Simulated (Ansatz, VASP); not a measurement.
# One calculation of BeTe, two programs

POSCAR

```
BeTe
1.0
    0.0000000000      2.7134535211      2.7134535211
    2.7134535211      0.0000000000      2.7134535211
    2.7134535211      2.7134535211      0.0000000000
Te Be
1 1
Direct
    0.7500000000      0.7500000000      0.7500000000
    0.0000000000      0.0000000000      0.0000000000
```

File INCAR.step1:

```
PREC = Accurate
ENCUT = 520
EDIFF = 1E-5
ISMEAR = -1
SIGMA = 0.05
LREAL = F
LASPH = T
NELM = 100
ALGO = Normal
ISIF = 2
LWAVE = T
NBANDS = 11
GGA = PE
```

Contents of INCAR.step2:

```
PREC = Accurate
ENCUT = 520
EDIFF = 1E-7
ISMEAR = -1
SIGMA = 0.05
LREAL = F
LASPH = T
NELM = 100
ALGO = Normal
ISIF = 2
LWAVE = F
LCHARG = T
GGA = PE
LHFCALC = T
AEXX = 0.25
PRECFOCK = Normal
LELF = T
LVHAR = T
NBANDS = 11
ISTART = 1
```

KPOINTS

```
Automatic mesh
0
Gamma
  6 6 6
```

input

```
crystal:
  lattice:
    - [0.0, 2.7134535211, 2.7134535211]
    - [2.7134535211, 0.0, 2.7134535211]
    - [2.7134535211, 2.7134535211, 0.0]
  atoms:
    - { symbol: Te, position: [0.75, 0.75, 0.75] }
    - { symbol: Be, position: [0.0, 0.0, 0.0] }
hamiltonian:
  xc: pbe0
  pseudopotentials: { kind: paw }
kpoints:
  mp_grid: { grid: [6, 6, 6] }
scf:
  occupations: { method: fermi_dirac, width: 0.05 }
output:
  forces: true
  stress: true
  eigenvalues: true
  write_density: true
  write_potential: true
  elf: true
  volumetric_format: npy
```

Alike in both runs: task single point; functional PBE0; k mesh 6 × 6 × 6; occupations fermi-dirac, width 0.05 eV; no spin polarisation.

|  | VASP | Ansatz |
| --- | --- | --- |
| version | VASP 6.6.1 | Ansatz 0.2.0 |
| potentials or method | VASP PAW PBE potentials, release 64 (Te, Be) | Ansatz PAW |
| plane-wave cutoff (eV) | 520 | 420 |
| valence electrons in the cell | 8 | 18 |

Ansatz gave:

```
gap on the k mesh at the Fermi level (eV) : 3.01
least direct gap on the mesh (eV)         : 5.02
pressure (GPa)                            : 8.4
```

Question: What did VASP give for the same quantities?

Answer: gap on the k mesh at the Fermi level (eV): 2.99; least direct gap on the mesh (eV): 5.03; pressure (GPa): 8.2.

VASP's potentials hold 8 valence electrons a cell and Ansatz's 18, so a difference there can come from the potentials and not from the codes.

Neither program's run includes spin-orbit coupling.
